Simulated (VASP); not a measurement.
# Lu (Im-3m) in VASP: notebook, part 2 of 2

VASP 6.6.1. The steps go on from the part before.

### Step 3. Single point, PBE

This run uses another cell than the first one, of 29.69 Å³/atom.

File INCAR:

```
SYSTEM = Lu
PREC = Accurate
ENCUT = 520
EDIFF = 1E-6
ISMEAR = -1
SIGMA = 0.1
LREAL = .FALSE.
LASPH = .TRUE.
NELM = 80
ALGO = Normal
ISIF = 2
LWAVE = .FALSE.
LCHARG = .TRUE.
GGA = PE
LELF = .TRUE.
LVHAR = .TRUE.
NBANDS = 18
```

File KPOINTS:

```
Automatic mesh
0
G
  19 19 19
  0 0 0
```

File POSCAR:

```
Lu
1.0
   -1.9505918332      1.9505918332      1.9505918332
    1.9505918332     -1.9505918332      1.9505918332
    1.9505918332      1.9505918332     -1.9505918332
Lu
1
Direct
    0.0000000000      0.0000000000      0.0000000000
```

Potentials or basis: VASP PAW PBE potentials, release 64 (Lu).

The run is started by

```
> cat potpaw_PBE.64/Lu/POTCAR > POTCAR
> mpirun -np 1 vasp_std > vasp.out
```

OUTCAR:

```text
SYSTEM = Lu
   PREC = Accurate
   ENCUT = 520
   EDIFF = 1E-6
   ISMEAR = -1
   LREAL = .FALSE.
   LASPH = .TRUE.
   NELM = 80
   ISIF = 2
   GGA = PE

 ion  position               nearest neighbor table
   1  0.000  0.000  0.000-

  LATTYP: Found a body centered cubic cell.
 ALAT       =     3.9011836664

  Lattice vectors:

 A1 = (  -1.9505918332,   1.9505918332,   1.9505918332)
 A2 = (   1.9505918332,  -1.9505918332,   1.9505918332)
 A3 = (   1.9505918332,   1.9505918332,  -1.9505918332)

Analysis of symmetry for initial positions (statically):
=====================================================================
 Subroutine PRICEL returns:
 Original cell was already a primitive cell.

 Routine SETGRP: Setting up the symmetry group for a
 body centered cubic supercell.

 Subroutine GETGRP returns: Found 48 space group operations
 (whereof 48 operations were pure point group operations)
 out of a pool of 48 trial point group operations.

The static configuration has the point symmetry O_h .

Analysis of symmetry for dynamics (positions and initial velocities):
=====================================================================
 Subroutine PRICEL returns:
 Original cell was already a primitive cell.

 Routine SETGRP: Setting up the symmetry group for a
 body centered cubic supercell.

 Subroutine GETGRP returns: Found 48 space group operations
 (whereof 48 operations were pure point group operations)
 out of a pool of 48 trial point group operations.

The dynamic configuration has the point symmetry O_h .

 Subroutine INISYM returns: Found 48 space group operations
 (whereof 48 operations are pure point group operations),
 and found     1 'primitive' translations

----------------------------------------------------------------------------------------

                                     Primitive cell

  volume of cell :      29.6865

  direct lattice vectors                    reciprocal lattice vectors
    -1.950591833  1.950591833  1.950591833     0.000000000  0.256332458  0.256332458
     1.950591833 -1.950591833  1.950591833     0.256332458  0.000000000  0.256332458
     1.950591833  1.950591833 -1.950591833     0.256332458  0.256332458  0.000000000

  length of vectors
     3.378524160  3.378524160  3.378524160     0.362508839  0.362508839  0.362508839

  position of ions in fractional coordinates (direct lattice)
     0.000000000  0.000000000  0.000000000

  ion indices of the primitive-cell ions
   primitive index   ion index
                 1           1

----------------------------------------------------------------------------------------

 KPOINTS: Automatic mesh

Automatic generation of k-mesh.
 Grid dimensions read from file:
 generate k-points for:   19   19   19

 Generating k-lattice:

  Cartesian coordinates                     Fractional coordinates (reciprocal lattice)
     0.000000000  0.013491182  0.013491182     0.052631579  0.000000000  0.000000000
     0.013491182  0.000000000  0.013491182     0.000000000  0.052631579  0.000000000
     0.013491182  0.013491182  0.000000000     0.000000000  0.000000000  0.052631579

  Length of vectors
     0.019079413  0.019079413  0.019079413

  Shift w.r.t. Gamma in fractional coordinates (k-lattice)
     0.000000000  0.000000000  0.000000000

 Subroutine IBZKPT returns following result:
 ===========================================

 Found    220 irreducible k-points:

 Following reciprocal coordinates:
            Coordinates               Weight
  0.000000  0.000000  0.000000      1.000000
  0.052632  0.000000  0.000000     12.000000
  0.105263  0.000000  0.000000     12.000000
  0.157895  0.000000  0.000000     12.000000
  0.210526  0.000000  0.000000     12.000000
  0.263158  0.000000  0.000000     12.000000
[... 16 lines left out ...]
  0.263158  0.105263  0.000000     48.000000
  0.315789  0.105263  0.000000     48.000000
 [... further k-points ...]
   k-points           NKPTS =    220   k-points in BZ     NKDIM =    220   number of bands    NBANDS=     18
   number of dos      NEDOS =    301   number of ions     NIONS =      1
   total plane-waves  NPLWV =  21952
   dimension x,y,z NGX =    28 NGY =   28 NGZ =   28
   dimension x,y,z NGXF=    56 NGYF=   56 NGZF=   56
   ions per type =               1
   NGX,Y,Z   is equivalent  to a cutoff of  13.78, 13.78, 13.78 a.u.
   NGXF,Y,Z  is equivalent  to a cutoff of  27.56, 27.56, 27.56 a.u.
 SYSTEM =  Lu
   PREC   = accura    normal or accurate (medium, high low for compatibility)
   ISTART =      0    job   : 0-new  1-cont  2-samecut
   ICHARG =      2    charge: 1-file 2-atom 10-const
   ISPIN  =      1    spin polarized calculation?
   LNONCOLLINEAR =      F non collinear calculations
   LSORBIT =      F    spin-orbit coupling
   LASPH  =      T    aspherical Exc in radial PAW
   ENCUT  =  520.0 eV  38.22 Ry    6.18 a.u.   6.28  6.28  6.28*2*pi/ulx,y,z
   NELM   =     80;   NELMIN=  2; NELMDL= -5     # of ELM steps
   EDIFF  = 0.1E-05   stopping-criterion for ELM
   LREAL  =      F    real-space projection
   EDIFFG = 0.1E-04   stopping-criterion for IOM
   NSW    =      0    number of steps for IOM
   IBRION =     -1    ionic relax: 0-MD 1-quasi-New 2-CG
   NFREE  =      0    steps in history (QN), initial steepest desc. (CG)
   ISIF   =      2    stress and relaxation
   ISYM   =      2    0-nonsym 1-usesym 2-fastsym
   POTIM  = 0.5000    time-step for ionic-motion
   TEBEG  =    0.0;   TEEND  =   0.0 temperature during run
   PSTRESS=    0.0 pullay stress
   NELECT =      25.0000    total number of electrons
   NUPDOWN=      -1.0000    fix difference up-down
   EMIN   =  10.00;   EMAX   =-10.00  energy-range for DOS
   EFERMI =   0.00;   METHOD = LEGACY
   ISMEAR =    -1;   SIGMA  =   0.10  broadening in eV -4-tet -1-fermi 0-gaus
   EFERMI_NEDOS =   21; number of points for ismear=-14 and -15
   IALGO  =     38    algorithm
   IMIX   =      4    mixing-type and parameters
     AMIX     =   0.40;   BMIX     =  1.00
     AMIX_MAG =   1.60;   BMIX_MAG =  1.00
  volume/ion in A,a.u.               =      29.69       200.33
  Fermi-wavevector in a.u.,A,eV,Ry     =   1.545973  2.921464 32.518346  2.390031
  Thomas-Fermi vector in A             =   2.651275
   LORBIT       =      0    0 simple, 1 ext, 2 COOP (PROOUT), +10 PAW based schemes
   GGA     = PE    functional components
   LHFCALC =     F    Hartree Fock is set to
   AEXX    =    0.0000 exact exchange contribution
   IVDW    =     0    specifies the selected vdW correction
   LEPSILON=     F    determine dielectric tensor
   LRPA    =     F    only Hartree local field effects (RPA)
 non-spin polarized calculation
  energy-cutoff  :      520.00
  volume of cell :       29.69
 maximum number of plane-waves:       813
 NGX is ok and might be reduce to    28
   NGX = 13   NGY = 13   NGZ = 13

 number of electron      24.9999994 magnetization

 Free energy of the ion-electron system (eV)
  ---------------------------------------------------
  ext. energy  EPLUGINS =         0.00000000
  ---------------------------------------------------
  free energy    TOTEN  =        -4.41731822 eV

  energy without entropy =       -4.34626589  energy(sigma->0) =       -4.38179205

 E-fermi :   2.2941     XC(G=0): -10.5814

 val. band max:        2.2800515025   @ k =   0.3158   0.1579   0.1053
 cond. band min:       2.2964238852   @ k =   0.2632   0.2105  -0.0000
 fundamental gap:      0.0163723827
 Fermi energy:         2.2940642983

 k-point     1 :       0.0000    0.0000    0.0000
  band No.  band energies     occupation
      1     -54.1424      2.00000
      2     -24.5714      2.00000
      3     -24.5714      2.00000
      4     -24.5714      2.00000
      5      -3.8100      2.00000
      6      -2.8941      2.00000
[... 10 lines left out ...]
     17       6.6016      0.00000
     18      13.8682      0.00000

 k-point     2 :       0.0526    0.0000    0.0000
  band No.  band energies     occupation
      1     -54.1416      2.00000
      2     -24.5846      2.00000
      3     -24.5757      2.00000
      4     -24.5715      2.00000
      5      -3.7301      2.00000
      6      -2.8934      2.00000
[... 10 lines left out ...]
     17       6.6007      0.00000
     18      13.9506      0.00000
[... 442 lines left out ...]
 k-point    24 :       0.3158    0.1053    0.0000
  band No.  band energies     occupation
      1     -54.1168      2.00000
      2     -24.9579      2.00000
      3     -24.7106      2.00000
      4     -24.5905      2.00000
      5      -2.8794      2.00000
      6      -2.8674      2.00000
[... 10 lines left out ...]
     17       8.0902      0.00000
     18      11.3120      0.00000

 [... further k-points ...]
[... 5 lines left out ...]
  --------------------------------------------------------------------------------------
  -------------------------------------------------------------------------------------
  Total        0.0234017      0.0234017      0.0234017      0.0000000      0.0000000      0.0000000
  in kB        1.2629885      1.2629885      1.2629885      0.0000000      0.0000000      0.0000000
  external PRESSURE =       1.2629885 kB  Pullay stress =       0.0000000 kB

 VOLUME and BASIS-vectors are now :
 -----------------------------------------------------------------------------
  energy-cutoff  :      520.00
  volume of cell :       29.69
      direct lattice vectors                 reciprocal lattice vectors
    -1.950591833  1.950591833  1.950591833     0.000000000  0.256332458  0.256332458
     1.950591833 -1.950591833  1.950591833     0.256332458  0.000000000  0.256332458
     1.950591833  1.950591833 -1.950591833     0.256332458  0.256332458  0.000000000

 POSITION                                       TOTAL-FORCE (eV/Angst)
 -----------------------------------------------------------------------------------
      0.00000      0.00000      0.00000        -0.000000     -0.000000      0.000000
 -----------------------------------------------------------------------------------
    total drift:                               -0.000000     -0.000000     -0.000000

  FREE ENERGIE OF THE ION-ELECTRON SYSTEM (eV)
  ---------------------------------------------------
  free  energy   TOTEN  =        -4.4173182167 eV

  energy  without entropy=       -4.3462658880  energy(sigma->0) =       -4.38179205
```

It took 66 s on 1 thread of Intel Xeon 6975P-C (Granite Rapids), shared host; peak memory 0.26 GiB.

What came out:

- Free energy: -4.4173 eV
- Pressure: 0.1 GPa
- Band gap on the k mesh: zero (an odd number of electrons rules out a gap without spin polarisation)

Levels at points of the mesh, in eV from the Fermi level:
```tsv
k point	band 9	band 10	band 11	band 12	band 13	band 14	band 15	band 16
(0.00, 0.00, 0.00)	-5.10	-5.10	-5.10	-5.08	2.11	2.11	2.11	4.31
```

Caveat: spin-orbit coupling is left out, which moves the levels of the heavy elements.

### Step 4. Single point, PBE, non-collinear spin, zero start, spin-orbit coupling

This run uses another cell than the first one, of 29.69 Å³/atom.

File INCAR:

```
SYSTEM = Lu
PREC = Accurate ; ENCUT = 520
EDIFF = 1E-6 ; ISMEAR = -1
SIGMA = 0.1 ; LREAL = .FALSE.
LASPH = .TRUE. ; NELM = 150
ALGO = Normal ; ISIF = 2
LWAVE = .FALSE. ; LCHARG = .FALSE.
MAGMOM = 0 0 0 ; LORBIT = 11
LSORBIT = .TRUE. ; GGA_COMPAT = .FALSE.
LORBMOM = .TRUE. ; GGA = PE
NBANDS = 36
```

File KPOINTS:

```
Automatic mesh
0
G
  11 11 11
  0 0 0
```

POSCAR is that of step 3.

Potentials or basis: VASP PAW PBE potentials, release 64 (Lu).

The run is started by

```
> cat potpaw_PBE.64/Lu/POTCAR > POTCAR
> mpirun -np 1 vasp_ncl > vasp.out
```

OUTCAR:

```text
SYSTEM = Lu
   PREC = Accurate
   ENCUT = 520
   EDIFF = 1E-6
   ISMEAR = -1
   LREAL = .FALSE.
   LASPH = .TRUE.
   NELM = 150
   ISIF = 2
   LORBIT = 11
   LSORBIT = .TRUE.
   GGA = PE

 ion  position               nearest neighbor table
   1  0.000  0.000  0.000-

  LATTYP: Found a body centered cubic cell.
 ALAT       =     3.9011836664

  Lattice vectors:

 A1 = (  -1.9505918332,   1.9505918332,   1.9505918332)
 A2 = (   1.9505918332,  -1.9505918332,   1.9505918332)
 A3 = (   1.9505918332,   1.9505918332,  -1.9505918332)

Analysis of symmetry for initial positions (statically):
=====================================================================
 Subroutine PRICEL returns:
 Original cell was already a primitive cell.

 Routine SETGRP: Setting up the symmetry group for a
 body centered cubic supercell.

 Subroutine GETGRP returns: Found 48 space group operations
 (whereof 48 operations were pure point group operations)
 out of a pool of 48 trial point group operations.

The static configuration has the point symmetry O_h .

Analysis of symmetry for dynamics (positions and initial velocities):
=====================================================================
 Subroutine PRICEL returns:
 Original cell was already a primitive cell.

 Routine SETGRP: Setting up the symmetry group for a
 body centered cubic supercell.

 Subroutine GETGRP returns: Found 48 space group operations
 (whereof 48 operations were pure point group operations)
 out of a pool of 48 trial point group operations.

The dynamic configuration has the point symmetry O_h .

Analysis of structural, dynamic, and magnetic symmetry:
=====================================================================
 Subroutine PRICEL returns:
 Original cell was already a primitive cell.
[... 1108 lines left out ...]
  external PRESSURE =      -3.2331973 kB  Pullay stress =       0.0000000 kB

 VOLUME and BASIS-vectors are now :
 -----------------------------------------------------------------------------
  energy-cutoff  :      520.00
  volume of cell :       29.69
      direct lattice vectors                 reciprocal lattice vectors
    -1.950591833  1.950591833  1.950591833     0.000000000  0.256332458  0.256332458
     1.950591833 -1.950591833  1.950591833     0.256332458  0.000000000  0.256332458
     1.950591833  1.950591833 -1.950591833     0.256332458  0.256332458  0.000000000

 POSITION                                       TOTAL-FORCE (eV/Angst)
 -----------------------------------------------------------------------------------
      0.00000      0.00000      0.00000         0.000000      0.000000      0.000000
 -----------------------------------------------------------------------------------
    total drift:                               -0.000000     -0.000000     -0.000000

  FREE ENERGIE OF THE ION-ELECTRON SYSTEM (eV)
  ---------------------------------------------------
  free  energy   TOTEN  =        -5.1465655182 eV

  energy  without entropy=       -5.0777418028  energy(sigma->0) =       -5.11215366

 orbital moment (x)

 # of ion     p       d       f       tot
 ------------------------------------------------
  1        -0.000  -0.000  -0.000  -0.000
 ------------------------------------------------
           -0.000  -0.000  -0.000  -0.000

 orbital moment (y)

 # of ion     p       d       f       tot
 ------------------------------------------------
  1         0.000   0.000   0.000   0.000
 ------------------------------------------------
            0.000   0.000   0.000   0.000

 orbital moment (z)

 # of ion     p       d       f       tot
 ------------------------------------------------
  1         0.000   0.000   0.000   0.000
 ------------------------------------------------
            0.000   0.000   0.000   0.000

 Spin-Orbit-Coupling matrix elements

 Ion:    1  E_soc:     -1.4443797
 l=   1
     0.0000000    -0.2327930    -0.2327930
    -0.2327930     0.0000000    -0.2327930
    -0.2327930    -0.2327930     0.0000000
 l=   2
     0.0000000     0.0001179     0.0000000     0.0001179    -0.0022330
     0.0001179     0.0000000    -0.0016748     0.0001179    -0.0005583
     0.0000000    -0.0016748     0.0000000    -0.0016748     0.0000000
     0.0001179     0.0001179    -0.0016748     0.0000000    -0.0005583
    -0.0022330    -0.0005583     0.0000000    -0.0005583     0.0000000
 l=   3
     0.0000000    -0.0006388     0.0000000     0.0000000     0.0000000    -0.0006132    -0.0037100
    -0.0006388     0.0000000    -0.0010646     0.0000000    -0.0010646    -0.0017034    -0.0006388
     0.0000000    -0.0010646     0.0000000    -0.0024688    -0.0004085    -0.0010364     0.0000000
     0.0000000     0.0000000    -0.0024688     0.0000000    -0.0024688     0.0000000     0.0000000
     0.0000000    -0.0010646    -0.0004085    -0.0024688     0.0000000    -0.0010364     0.0000000
    -0.0006132    -0.0017034    -0.0010364     0.0000000    -0.0010364     0.0000000    -0.0006132
    -0.0037100    -0.0006388     0.0000000     0.0000000     0.0000000    -0.0006132     0.0000000

 total charge

# of ion       s       p       d       f       tot
--------------------------------------------------
    1        2.347   6.058   0.749  13.955  23.109

 magnetization (x)

# of ion       s       p       d       f       tot
--------------------------------------------------
    1       -0.000   0.000   0.000   0.000  -0.000

 magnetization (y)

# of ion       s       p       d       f       tot
--------------------------------------------------
    1        0.000   0.000   0.000   0.000   0.000

 magnetization (z)

# of ion       s       p       d       f       tot
--------------------------------------------------
    1       -0.000   0.000   0.000   0.000  -0.000
```

OSZICAR:

```text
N       E                     dE             d eps       ncg     rms          rms(c)
DAV:   1     0.135467677905E+03    0.13547E+03   -0.92210E+03  5844   0.467E+03
DAV:   2     0.126861964953E+02   -0.12278E+03   -0.11595E+03  4344   0.585E+02
DAV:   3    -0.380412886849E+01   -0.16490E+02   -0.16056E+02  4760   0.128E+02
DAV:   4    -0.521498168174E+01   -0.14109E+01   -0.13816E+01  6208   0.280E+01
DAV:   5    -0.525286532382E+01   -0.37884E-01   -0.37794E-01  5432   0.426E+00    0.362E+00
DAV:   6    -0.517100234889E+01    0.81863E-01   -0.21814E-01  5984   0.798E+00    0.175E+00
DAV:   7    -0.514842169352E+01    0.22581E-01   -0.60323E-02  5720   0.198E+00    0.331E-01
DAV:   8    -0.514649669611E+01    0.19250E-02   -0.53410E-03  5868   0.953E-01    0.180E-01
DAV:   9    -0.514648990556E+01    0.67905E-05   -0.23013E-04  5992   0.137E-01    0.877E-02
DAV:  10    -0.514656380096E+01   -0.73895E-04   -0.19542E-04  5336   0.113E-01    0.105E-02
DAV:  11    -0.514656525697E+01   -0.14560E-05   -0.19626E-05  5264   0.518E-02    0.321E-03
DAV:  12    -0.514656551819E+01   -0.26122E-06   -0.83155E-07  3704   0.121E-02
   1 F= -.51465655E+01 E0= -.51121537E+01  d E =-.688237E-01  mag=    -0.0000    -0.0000    -0.0000
```

stdout:

```text
POSCAR found type information on POSCAR Lu
 POSCAR found :  1 types and       1 ions
 scaLAPACK will be used
 LDA part: xc-table for (Slater+PW92), standard interpolation
 POSCAR, INCAR and KPOINTS ok, starting setup
 FFT: planning ... GRIDC
 FFT: planning ... GRID_SOFT
 FFT: planning ... GRID
 WAVECAR not read
 entering main loop
```

Wall time 92 s (1 thread of Intel Xeon 6975P-C (Granite Rapids), shared host); peak memory 0.3 GiB.

What came out:

```yaml
Free_energy: -5.1466 eV
Pressure: -0.3 GPa
Net_moment: 0.00 μB per cell
Valence_electrons_inside_the_program's_atomic_spheres: Lu 23.11
```

Moments on the atoms (μB; x, y, z):
```
Lu  0.00 0.00 0.00
```

### Step 5. Overview

```tsv
task	spin	cell	k mesh	cutoff (eV)	gap on the mesh (eV)	pressure (GPa)
relaxation of cell and atoms	off	relaxed from a = 3.371 Å, angles 109.5°, 1 atom	11 × 11 × 11	600	none	0.0
single point	off	a = 3.379 Å, angles 109.5°, 1 atom	19 × 19 × 19	520	none	0.1
single point	non-collinear, zero start, SOC	a = 3.379 Å, angles 109.5°, 1 atom	11 × 11 × 11	520	-	-0.3
```

Alike in all rows: level PBE; potentials or basis VASP PAW PBE potentials, release 64 (Lu); smearing fermi-dirac 0.1 eV.

Caveats: spin-orbit coupling is left out, which moves the levels of the heavy elements (at least some runs).

Absolute energies hang on the potentials; compare differences alone.
